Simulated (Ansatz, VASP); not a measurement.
# ZnSiP2 in VASP and in Ansatz

```xyz
8
Lattice="-2.7089 2.7089 5.2688 2.7089 -2.7089 5.2688 2.7089 2.7089 -5.2688" Properties=species:S:1:pos:R:3 pbc="T T T"
Zn    0.0000    0.0000    0.0000
Zn    0.0000    2.7089    2.6344
Si    0.0000    0.0000    5.2688
Si    2.7089    0.0000    2.6344
P     1.4479    1.3545    1.3172
P     1.2610    1.3545    6.5860
P     1.3545    3.9699   -1.3172
P     1.3545   -1.2610    3.9516
```

Alike in both runs: task relaxation of cell and atoms; functional PBEsol; k mesh 8 × 8 × 8; occupations gaussian, width 0.02 eV; no spin polarisation.

|  | VASP | Ansatz |
| --- | --- | --- |
| version | VASP 6.6.1 | Ansatz 0.2.0 |
| potentials or method | VASP PAW PBE potentials, release 64 (Zn, Si, P), cutoff 500 eV | scalar-relativistic, plane waves, PAW |
| valence electrons in the cell | 52 | 52 |

Ansatz gave:

| Item | Value |
| --- | --- |
| gap on the k mesh at the Fermi level, each at its own relaxed structure (eV) | 1.16 |
| relaxed volume (Å³/atom) | 18.71 |
| relaxed cell length with the largest relative difference (Å) | 6.450 |

Task: Estimate VASP's values.

Result: gap on the k mesh at the Fermi level, each at its own relaxed structure (eV): 1.16; relaxed volume (Å³/atom): 18.74; relaxed cell length with the largest relative difference (Å): 6.452.

VASP's potentials were made for PBE, not for PBEsol.
